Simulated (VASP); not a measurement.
Write the native input for VASP 6.6.1 that does the following.

| Quantity | Value |
| --- | --- |
| Task | single point |
| Functional | PBE |
| Potentials or basis | VASP PAW PBE potentials, release 64 (Si, C) |
| Cutoff | 520 eV |
| k mesh | 12 × 12 × 12 |
| Occupations | gaussian, width 0.05 eV |
| Spin | no spin polarisation |
| Dipole correction | no |
| Further INCAR settings | ALGO = Normal; EDIFF = 1e-06; NBANDS = 11 |

The structure of SiC lies in POSCAR:

```
SiC
1.0
    0.0000000000      2.1740000000      2.2066100000
    2.1740000000      0.0000000000      2.2066100000
    2.1740000000      2.1740000000      0.0000000000
Si C
1 1
Direct
    0.0000000000      0.0000000000      0.0000000000
    0.7500000000      0.7500000000      0.7500000000
```

This cell differs from its parent crystal: strain +0.000 along x and y, +0.015 along z.

These files were run (other wordings do the same):

INCAR

```
PREC = Accurate
ENCUT = 520
EDIFF = 1E-6
ISMEAR = 0
SIGMA = 0.05
LREAL = F
LASPH = T
NELM = 100
ALGO = Normal
ISIF = 2
LWAVE = F
LCHARG = F
GGA = PE
NBANDS = 11
```

KPOINTS

```
regular mesh
0
Gamma
  12 12 12
```

Potentials or basis: VASP PAW PBE potentials, release 64 (Si, C).

Launch:

```sh
$ cat potpaw_PBE.64/Si/POTCAR potpaw_PBE.64/C/POTCAR > POTCAR
$ mpirun -np 1 vasp_std > vasp.out
```

It gave:

```
Pressure               : 1.4 GPa
Band gap on the k mesh : 1.29 eV, indirect (least direct gap 4.52 eV)
```

Caveat: the cell differs from its parent crystal (strain +0.000 along x and y, +0.015 along z).

It took 8.9 s on 1 thread of Intel(R) Xeon(R) 6975P-C (Granite Rapids), on a shared host, peak memory 0.15 GiB.
